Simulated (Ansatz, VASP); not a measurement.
# Mg2Te3O: VASP beside Ansatz

File INCAR:

```
PREC = Accurate
ENCUT = 600
EDIFF = 1E-6
ISMEAR = 0
SIGMA = 0.1
LREAL = False
LASPH = True
NELM = 80
ALGO = Normal
ISIF = 3
LWAVE = False
LCHARG = False
GGA = PE
IBRION = 2
NSW = 100
EDIFFG = -0.01
```

File KPOINTS:

```
regular mesh
0
Gamma
  6 6 10
```

File POSCAR:

```
Mg2Te3O
1.0
    6.8621042162      0.0000000000      0.0000000000
   -3.4310521081      5.9427565747      0.0000000000
    0.0000000000      0.0000000000      4.2919588261
Mg Te O
2 3 1
Direct
    0.6666666667      0.3333333333      0.0000000000
    0.3333333333      0.6666666667      0.0000000000
    0.5000000000      0.5000000000      0.5000000000
    0.5000000000      0.0000000000      0.5000000000
    0.0000000000      0.5000000000      0.5000000000
    0.0000000000      0.0000000000      0.5000000000
```

Input for Ansatz:

```yaml
crystal:
  lattice:
    - [6.8621042162, 0.0, 0.0]
    - [-3.4310521081, 5.9427565747, 0.0]
    - [0.0, 0.0, 4.2919588261]
  atoms:
    - { symbol: Mg, position: [0.6666666667, 0.3333333333, 0.0] }
    - { symbol: Mg, position: [0.3333333333, 0.6666666667, 0.0] }
    - { symbol: Te, position: [0.5, 0.5, 0.5] }
    - { symbol: Te, position: [0.5, 0.0, 0.5] }
    - { symbol: Te, position: [0.0, 0.5, 0.5] }
    - { symbol: O, position: [0.0, 0.0, 0.5] }
basis:
  ecutwfc: 420
kpoints:
  mp_grid: { grid: [6, 6, 10] }
hamiltonian:
  xc: pbe
scf:
  occupations: { method: gaussian, width: 0.1 }
output:
  forces: true
  stress: true
  eigenvalues: true
  write_density: true
  write_potential: true
  elf: true
  volumetric_format: npy
relax:
  adjacent_minimum: "off"
  f_tol: 0.01
  max_steps: 80
  cell: { stress_tol: 0.05 }
```

Change from the starting cell: species swapped into the ErCo3Ge2 type (P6mm, No. 183).

Alike in both runs: task relaxation of cell and atoms; functional PBE; k mesh 6 × 6 × 10; occupations gaussian, width 0.1 eV; no spin polarisation.

```csv
,VASP,Ansatz
version,VASP 6.6.1,Ansatz 0.2.0
potentials or method,"VASP PAW PBE potentials, release 64 (Mg, Te, O), cutoff 600 eV","scalar-relativistic, plane waves, PAW"
valence electrons in the cell,28,74
```

|  | VASP | Ansatz | Ansatz less VASP |
| --- | --- | --- | --- |
| gap on the k mesh at the Fermi level, each at its own relaxed structure (eV) | none | none | - |
| relaxed volume (Å³/atom) | 28.48 | 28.53 | +0.050 |
| relaxed cell length with the largest relative difference (Å) | 6.729 | 6.735 | +0.0062 |

A gap of «none» marks a metal or a gap that the smearing closes. VASP's potentials hold 28 valence electrons a cell and Ansatz's 74, so a difference there can come from the potentials and not from the codes.

Neither program's run includes spin-orbit coupling.
